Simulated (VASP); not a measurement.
# CuGe16 (a cell with a defect) in VASP: a series of runs

CuGe16 (a cell with a defect) is run at these levels: PBE; tasks: single point.

All numbers are computed with VASP 6.6.1; they aren't measurements. Logs are shortened: lines on timing, memory, paths and dates and some standing lists are left out, and cuts for length are marked.

### Step 1. The cell of the first run

The cell holds a defect, 17 atoms: a = 8.004 Å, b = 8.004 Å, c = 8.004 Å, α = 60.00°, β = 60.00°, γ = 60.00°.

### Step 2. Single point, PBE

INCAR reads:

```
  ALGO = Normal
  EDIFF = 1E-6
  ENCUT = 520
  GGA = PE
  ISIF = 2
  ISMEAR = -1
  LASPH = True
  LCHARG = False
  LREAL = Auto
  LWAVE = False
  NBANDS = 132
  NELM = 60
  PREC = Accurate
  SIGMA = 0.05
```

KPOINTS reads:

```
k-points
0
Gamma
  2 2 2
```

POSCAR reads:

```
CuGe16
1.0
    0.0000000000      5.6600000000      5.6600000000
    5.6600000000      0.0000000000      5.6600000000
    5.6600000000      5.6600000000      0.0000000000
Ge Cu
16 1
Direct
    0.0844257951     -0.0337544170     -0.0319699647
    0.1412367491      0.1152473498      0.1517667845
   -0.0733745583      0.0660070671      0.5162720848
    0.0611749117      0.2059982332      0.6037544170
   -0.0474734982      0.5011307420     -0.0014840989
   -0.0479770318      0.6520583039      0.2121819788
   -0.1438339223      0.5316254417      0.6471731449
    0.0749646643      0.6972084806      0.6224911661
    0.5195229682      0.0802120141      0.0368904594
    0.7392049470      0.1703003534      0.1657597173
    0.4109717314      0.0164664311      0.5297879859
    0.5358392226      0.2106095406      0.6267402827
    0.2986307420      0.3803975265      0.1510159011
    0.5612544170      0.5361307420      0.1078268551
    0.4496554770      0.6275176678      0.4386660777
    0.4540547703      0.6220759717      0.7639310954
    0.4399293286      0.9207773852      0.9369081272
```

Potentials or basis: VASP PAW PBE potentials, release 64 (Ge_d, Cu).

Started as:

```console
> cat potpaw_PBE.64/Ge_d/POTCAR potpaw_PBE.64/Cu/POTCAR > POTCAR
> mpirun -np 1 vasp_std > vasp.out
```

OUTCAR:

```text
EDIFF = 1E-6
   ENCUT = 520
   GGA = PE
   ISIF = 2
   ISMEAR = -1
   LASPH = True
   LREAL = Auto
   NELM = 60
   PREC = Accurate

 ion  position               nearest neighbor table
   1  0.084  0.966  0.968-  10 2.55  17 2.58   2 2.60   4 2.61   6 2.64
   2  0.141  0.115  0.152-  17 2.44   3 2.48   9 2.59   5 2.59   1 2.60
   3  0.927  0.066  0.516-   4 2.38   8 2.42   2 2.48  12 2.56
   4  0.061  0.206  0.604-  11 2.34   3 2.38   7 2.38   1 2.61
   5  0.953  0.501  0.999-   8 2.52   6 2.54   2 2.59  14 2.70
   6  0.952  0.652  0.212-  13 2.52   5 2.54   1 2.64   7 2.89
   7  0.856  0.532  0.647-   4 2.38   8 2.56  16 2.66   6 2.89
   8  0.075  0.697  0.622-   3 2.42  15 2.49   5 2.52   7 2.56
   9  0.520  0.080  0.037-  17 2.24  13 2.46   2 2.59  12 2.86  10 2.92
  10  0.739  0.170  0.166-  14 2.44   1 2.55   9 2.92
  11  0.411  0.016  0.530-   4 2.34  16 2.69  12 2.75
  12  0.536  0.211  0.627-  17 2.50   3 2.56  11 2.75  15 2.76   9 2.86
  13  0.299  0.380  0.151-   9 2.46   6 2.52  16 2.73  14 2.75
  14  0.561  0.536  0.108-  10 2.44  17 2.53  15 2.70   5 2.70  13 2.75
  15  0.450  0.628  0.439-   8 2.49  16 2.60  14 2.70  12 2.76
  16  0.454  0.622  0.764-  15 2.60   7 2.66  11 2.69  13 2.73
  17  0.440  0.921  0.937-   9 2.24   2 2.44  12 2.50  14 2.53   1 2.58

  LATTYP: Found a face centered cubic cell.
 ALAT       =    11.3200000000

  Lattice vectors:

 A1 = (   0.0000000000,   5.6600000000,   5.6600000000)
 A2 = (   5.6600000000,   0.0000000000,   5.6600000000)
 A3 = (   5.6600000000,   5.6600000000,   0.0000000000)

Analysis of symmetry for initial positions (statically):
[... 5 lines left out ...]
 face centered cubic supercell.

 Subroutine GETGRP returns: Found  1 space group operations
 (whereof  1 operations were pure point group operations)
 out of a pool of 48 trial point group operations.

The static configuration has the point symmetry C_1 .

Analysis of symmetry for dynamics (positions and initial velocities):
[... 5 lines left out ...]
 face centered cubic supercell.

 Subroutine GETGRP returns: Found  1 space group operations
 (whereof  1 operations were pure point group operations)
 out of a pool of 48 trial point group operations.

The dynamic configuration has the point symmetry C_1 .

 Subroutine INISYM returns: Found  1 space group operations
 (whereof  1 operations are pure point group operations),
[... 108 lines left out ...]
   NELM   =     60;   NELMIN=  2; NELMDL= -5     # of ELM steps
   EDIFF  = 0.1E-05   stopping-criterion for ELM
   LREAL  =      T    real-space projection
   EDIFFG = 0.1E-04   stopping-criterion for IOM
   NSW    =      0    number of steps for IOM
   IBRION =     -1    ionic relax: 0-MD 1-quasi-New 2-CG
   NFREE  =      0    steps in history (QN), initial steepest desc. (CG)
   ISIF   =      2    stress and relaxation
   ISYM   =      2    0-nonsym 1-usesym 2-fastsym
   POTIM  = 0.5000    time-step for ionic-motion
   TEBEG  =    0.0;   TEEND  =   0.0 temperature during run
   PSTRESS=    0.0 pullay stress
   NELECT =     235.0000    total number of electrons
   NUPDOWN=      -1.0000    fix difference up-down
   EMIN   =  10.00;   EMAX   =-10.00  energy-range for DOS
   EFERMI =   0.00;   METHOD = LEGACY
   ISMEAR =    -1;   SIGMA  =   0.05  broadening in eV -4-tet -1-fermi 0-gaus
   EFERMI_NEDOS =   21; number of points for ismear=-14 and -15
   IALGO  =     38    algorithm
   IMIX   =      4    mixing-type and parameters
     AMIX     =   0.40;   BMIX     =  1.00
     AMIX_MAG =   1.60;   BMIX_MAG =  1.00
  volume/ion in A,a.u.               =      21.33       143.96
  Fermi-wavevector in a.u.,A,eV,Ry     =   1.416678  2.677132 27.306558  2.006975
  Thomas-Fermi vector in A             =   2.537987
   LORBIT       =      0    0 simple, 1 ext, 2 COOP (PROOUT), +10 PAW based schemes
   GGA     = PE    functional components
   LHFCALC =     F    Hartree Fock is set to
   AEXX    =    0.0000 exact exchange contribution
   IVDW    =     0    specifies the selected vdW correction
   LEPSILON=     F    determine dielectric tensor
   LRPA    =     F    only Hartree local field effects (RPA)
 non-spin polarized calculation
  energy-cutoff  :      520.00
  volume of cell :      362.64
 maximum number of plane-waves:      9841
 NGX is ok and might be reduce to    60
   NGX = 29   NGY = 29   NGZ = 29

 number of electron     235.0000002 magnetization

 Free energy of the ion-electron system (eV)
  ---------------------------------------------------
  ext. energy  EPLUGINS =         0.00000000
  ---------------------------------------------------
  free energy    TOTEN  =       -69.48796574 eV

  energy without entropy =      -69.43234991  energy(sigma->0) =      -69.46015783

 E-fermi :   5.0868     XC(G=0): -10.3557

 val. band max:        5.0556308925   @ k =   0.5000   0.5000   0.5000
 cond. band min:       5.1802206251   @ k =   0.0000   0.5000   0.0000
 fundamental gap:      0.1245897326
 Fermi energy:         5.0867845196

 k-point     1 :       0.0000    0.0000    0.0000
  band No.  band energies     occupation
      1     -19.6663      2.00000
      2     -19.6454      2.00000
      3     -19.6296      2.00000
      4     -19.6239      2.00000
      5     -19.6141      2.00000
      6     -19.6076      2.00000
[... 1045 lines left out ...]
    128       8.5741      0.00000
    129       8.6832      0.00000
 [bands above 129 left out]

------------------------ aborting loop because EDIFF is reached ----------------------------------------

  FORCE on cell =-STRESS in cart. coord.  units (eV):
  Direction    XX          YY          ZZ          XY          YZ          ZX
  --------------------------------------------------------------------------------------
  -------------------------------------------------------------------------------------
  Total       11.1680887      7.8963597      3.0934708     -3.0527132      3.4025687      1.8638752
  in kB       49.3412500     34.8865655     13.6671298    -13.4870604     15.0327416      8.2347064
  external PRESSURE =      32.6316485 kB  Pullay stress =       0.0000000 kB

 VOLUME and BASIS-vectors are now :
 -----------------------------------------------------------------------------
  energy-cutoff  :      520.00
  volume of cell :      362.64
      direct lattice vectors                 reciprocal lattice vectors
     0.000000000  5.660000000  5.660000000    -0.088339223  0.088339223  0.088339223
     5.660000000  0.000000000  5.660000000     0.088339223 -0.088339223  0.088339223
     5.660000000  5.660000000  0.000000000     0.088339223  0.088339223 -0.088339223

 POSITION                                       TOTAL-FORCE (eV/Angst)
 -----------------------------------------------------------------------------------
     10.94800      5.95690      5.94680        -0.726295      0.327732     -0.370873
      1.51130      1.65840      1.45170         0.648844     -0.723677      0.293909
      3.29570      8.16680      5.61830         0.184969     -0.850880     -0.898532
      4.58320      3.76350      1.51220         0.642107      0.077260     -0.283653
      8.48800     11.04290      8.22770         0.036941      0.287756     -0.230245
      4.89160      6.58940      9.07910         0.693610     -0.242797     -0.132424
[... 9 lines left out ...]
      7.84480      6.89380      6.09090         0.268864      0.328215      0.467527
     10.51450      7.79290      7.70160        -1.284455     -0.789754     -1.158327
 -----------------------------------------------------------------------------------
    total drift:                                0.001868      0.001207     -0.000558

  FREE ENERGIE OF THE ION-ELECTRON SYSTEM (eV)
  ---------------------------------------------------
  free  energy   TOTEN  =       -69.4879657412 eV

  energy  without entropy=      -69.4323499125  energy(sigma->0) =      -69.46015783
```

stdout:

```text
POSCAR found type information on POSCAR GeCu
 POSCAR found :  2 types and      17 ions
 scaLAPACK will be used
 LDA part: xc-table for (Slater+PW92), standard interpolation
 POSCAR, INCAR and KPOINTS ok, starting setup
 FFT: planning ... GRIDC
 FFT: planning ... GRID_SOFT
 FFT: planning ... GRID
 WAVECAR not read
 entering main loop
```

It took 20 min on 1 thread of AMD EPYC 7R43 (Zen 3), shared host; peak memory 0.57 GiB.

What came out:

```yaml
Free_energy: -69.4880 eV
Pressure: 3.3 GPa
Largest_force: 1.901 eV/Å
```

Forces on the atoms (eV/Å):
```
Ge  -0.726  0.328 -0.371
Ge   0.649 -0.724  0.294
Ge   0.185 -0.851 -0.899
Ge   0.642  0.077 -0.284
Ge   0.037  0.288 -0.230
Ge   0.694 -0.243 -0.132
Ge   0.576 -0.916  0.335
Ge  -0.353  0.107 -0.584
Ge   0.400  1.238  1.230
Ge  -0.027  0.101 -0.941
Ge  -0.862  1.371  0.932
Ge  -0.253 -0.204  0.540
Ge   0.240 -0.082  0.607
Ge   0.506 -0.163  0.475
Ge  -0.690  0.133 -0.281
Ge   0.269  0.328  0.468
Cu  -1.284 -0.790 -1.158
```

Levels at points of the mesh, in eV from the Fermi level:
```
           k point  band 115  band 116  band 117  band 118  band 119  band 120  band 121  band 122
(0.00, 0.00, 0.00)     -0.53     -0.17     -0.10     -0.08      0.11      0.25      0.47      0.59
(0.50, 0.00, 0.00)     -0.70     -0.42     -0.33     -0.28      0.34      0.69      0.84      1.17
(0.00, 0.50, 0.00)     -0.87     -0.35     -0.11      0.09      0.39      0.56      0.64      0.84
(0.00, 0.00, 0.50)     -0.74     -0.39     -0.21     -0.12      0.14      0.53      0.87      1.39
(0.50, 0.50, 0.50)     -0.77     -0.44     -0.03      0.30      0.49      0.77      0.94      1.16
(0.50, 0.50, 0.00)     -0.95     -0.38     -0.32     -0.05      0.71      0.99      1.30      1.37
(0.00, 0.50, 0.50)     -0.71     -0.36     -0.30     -0.09      0.42      0.74      1.25      1.44
(0.50, 0.00, 0.50)     -0.66     -0.56     -0.21      0.30      0.73      0.79      1.21      1.51
```

Caveat: the k points lie up to 0.48 Å⁻¹ apart.

### Step 3. Single point, PBE

INCAR reads:

```
SYSTEM = CuGe16
PREC = Accurate
ENCUT = 520
EDIFF = 1E-7
ISMEAR = -1
SIGMA = 0.05
LREAL = Auto
LASPH = .TRUE.
NELM = 80
ALGO = Normal
ISIF = 2
LWAVE = .FALSE.
LCHARG = .TRUE.
GGA = PE
LELF = .TRUE.
LVHAR = .TRUE.
NBANDS = 132
```

KPOINTS reads:

```
regular mesh
0
G
  2 2 2
  0 0 0
```

POSCAR reads:

```
CuGe16
1.0
    0.0000000000      5.6600000000      5.6600000000
    5.6600000000      0.0000000000      5.6600000000
    5.6600000000      5.6600000000      0.0000000000
Ge Cu
16 1
Direct
    0.0706095406     -0.0322173145      0.0089840989
    0.2246113074      0.1240636042      0.0999823322
   -0.0188515901      0.0066607774      0.4624911661
    0.0199028269      0.1150795053      0.6744611307
    0.0275441696      0.4968374558     -0.0601060071
    0.0820494700      0.6271378092      0.1184452297
   -0.0945494700      0.5163515901      0.4961749117
    0.0819964664      0.6245936396      0.5706713781
    0.6341696113      0.0416254417     -0.0084275618
    0.7548321555      0.1834187279      0.2323409894
    0.4449028269      0.0062809187      0.5021289753
    0.6167049470      0.1221289753      0.6435954064
    0.4515547703      0.4433568905      0.0372438163
    0.6310512367      0.6037897527      0.1140371025
    0.4803621908      0.4799381625      0.4647791519
    0.5363692580      0.6206448763      0.6389840989
    0.4387809187      0.8979858657      0.8800883392
```

Potentials or basis: VASP PAW PBE potentials, release 64 (Ge_d, Cu).

Started as:

```console
> cat potpaw_PBE.64/Ge_d/POTCAR potpaw_PBE.64/Cu/POTCAR > POTCAR
> mpirun -np 1 vasp_std > vasp.out
```

It took 12 min on 1 thread of Intel Xeon 6975P-C (Granite Rapids), shared host; peak memory 0.6 GiB.

It converged, with:

```
Free energy   : -70.3511 eV
Pressure      : 3.8 GPa
Largest force : 2.008 eV/Å
```

Forces on the atoms (eV/Å):
```
Ge   0.229 -0.384  0.386
Ge   0.234  0.058  0.264
Ge  -0.841  0.903  0.390
Ge   0.162 -0.448  1.066
Ge   0.111 -0.135 -0.666
Ge   0.158  0.316 -0.726
Ge  -0.867  0.363 -0.537
Ge   0.033  0.732  0.905
Ge   0.316  0.049 -0.038
Ge  -0.672 -0.860 -0.500
Ge   0.615  0.059 -0.226
Ge   0.370  0.068 -0.425
Ge  -0.872  0.034  0.424
Ge  -1.146 -0.847  1.189
Ge   1.715 -0.280 -1.007
Ge   0.798  0.194  0.141
Cu  -0.344  0.178 -0.639
```

Stress tensor (GPa, compression positive):
```
 4.07  1.48 -0.17
 1.48  4.05  0.59
-0.17  0.59  3.14
```

Levels at points of the mesh, in eV from the Fermi level:
| k point | band 114 | band 115 | band 116 | band 117 | band 118 | band 119 | band 120 | band 121 |
| --- | --- | --- | --- | --- | --- | --- | --- | --- |
| (0.00, 0.00, 0.00) | -0.66 | -0.53 | -0.49 | -0.28 | 0.03 | 0.10 | 0.27 | 0.49 |
| (0.50, 0.00, 0.00) | -0.88 | -0.78 | -0.60 | -0.26 | -0.06 | 0.33 | 0.91 | 0.97 |
| (0.00, 0.50, 0.00) | -1.17 | -0.80 | -0.59 | -0.41 | -0.29 | 0.21 | 0.83 | 1.06 |
| (0.00, 0.00, 0.50) | -0.93 | -0.68 | -0.58 | -0.26 | 0.00 | 0.32 | 0.71 | 0.92 |
| (0.50, 0.50, 0.50) | -0.94 | -0.56 | -0.24 | -0.03 | 0.01 | 0.40 | 0.72 | 0.95 |
| (0.50, 0.50, 0.00) | -0.97 | -0.95 | -0.68 | -0.59 | -0.14 | 0.85 | 1.43 | 1.57 |
| (0.00, 0.50, 0.50) | -1.19 | -0.93 | -0.57 | -0.40 | 0.29 | 0.38 | 1.44 | 1.53 |
| (0.50, 0.00, 0.50) | -1.28 | -0.90 | -0.44 | -0.24 | 0.07 | 0.52 | 0.97 | 1.48 |

Caveat: the k points lie up to 0.48 Å⁻¹ apart.

### Step 4. Single point, PBE

INCAR reads:

```
ALGO = Normal ; EDIFF = 1E-6
ENCUT = 520 ; GGA = PE
ISIF = 2 ; ISMEAR = -1
LASPH = T ; LCHARG = T
LELF = T ; LREAL = Auto
LVHAR = T ; LWAVE = F
NBANDS = 132 ; NELM = 80
PREC = Accurate ; SIGMA = 0.05
```

KPOINTS reads:

```
k-points
0
Gamma
  2 2 2
```

POSCAR reads:

```
CuGe16
1.0
    0.0000000000      5.6600000000      5.6600000000
    5.6600000000      0.0000000000      5.6600000000
    5.6600000000      5.6600000000      0.0000000000
Ge Cu
16 1
Direct
    0.0949823322     -0.0518904594      0.0298939929
    0.1539487633      0.1365459364      0.1476236749
   -0.0277915194      0.0316077739      0.4922261484
    0.0849028269      0.1295848057      0.6672349823
   -0.0131978799      0.4978091873     -0.0125265018
    0.0307950530      0.6421378092      0.1511307420
   -0.0755388693      0.5051855124      0.5277826855
    0.0432862191      0.6792402827      0.6439222615
    0.5585689046      0.0438162544      0.0428798587
    0.7105035336      0.1695848057      0.1971466431
    0.4626943463      0.0223056537      0.5556095406
    0.6063250883      0.1796819788      0.6829505300
    0.4063074205      0.4356183746     -0.0171554770
    0.5838162544      0.5260424028      0.1557773852
    0.4410335689      0.5496908127      0.4883833922
    0.5605035336      0.6727120141      0.6324293286
    0.4987102473      0.8481625442      0.8848939929
```

Started as:

```console
> cat potpaw_PBE.64/Ge_d/POTCAR potpaw_PBE.64/Cu/POTCAR > POTCAR
> mpirun -np 1 vasp_std > vasp.out
```

Run time: 12 min. Hardware: 1 thread of Intel Xeon 6975P-C (Granite Rapids), shared host; peak memory 0.6 GiB.

It converged, with:

```
Free energy   : -70.3978 eV
Pressure      : 5.1 GPa
Largest force : 2.736 eV/Å
```

Forces in eV/Å, atoms in the order of the input:
```
Ge  -0.148 -1.068  0.470
Ge  -1.079  0.244  1.702
Ge   2.104  0.409 -0.314
Ge  -0.165 -0.062 -0.035
Ge   0.791 -0.217 -1.565
Ge   0.024  0.886 -0.275
Ge   0.484  0.865  0.814
Ge  -2.693 -0.472 -0.086
Ge   0.636  0.601 -0.619
Ge  -0.533  0.305 -1.071
Ge   0.720 -0.902  1.552
Ge  -0.593 -1.044  0.028
Ge   0.574  0.207  0.308
Ge  -0.419 -0.693  1.304
Ge   0.816  0.307 -0.773
Ge  -0.873  0.276 -1.361
Cu   0.352  0.358 -0.080
```

Stress tensor (GPa, compression positive):
```
 5.93  1.26  0.43
 1.26  4.39 -2.77
 0.43 -2.77  4.98
```

Levels at points of the mesh, in eV from the Fermi level:
```csv
k point,band 115,band 116,band 117,band 118,band 119,band 120
"(0.00, 0.00, 0.00)",-0.66,-0.50,-0.34,-0.32,0.00,0.15
"(0.50, 0.00, 0.00)",-0.88,-0.79,-0.60,-0.43,0.33,0.82
"(0.00, 0.50, 0.00)",-1.09,-0.61,-0.20,0.00,0.55,0.78
"(0.00, 0.00, 0.50)",-1.04,-0.48,-0.39,0.15,0.55,0.84
"(0.50, 0.50, 0.50)",-0.90,-0.70,-0.20,-0.15,0.39,0.61
"(0.50, 0.50, 0.00)",-1.27,-0.87,-0.58,0.65,0.92,1.27
"(0.00, 0.50, 0.50)",-1.17,-0.95,-0.73,0.59,0.94,1.01
"(0.50, 0.00, 0.50)",-1.16,-0.92,-0.40,0.30,0.37,1.09
```

Caveat: the k points lie up to 0.48 Å⁻¹ apart.
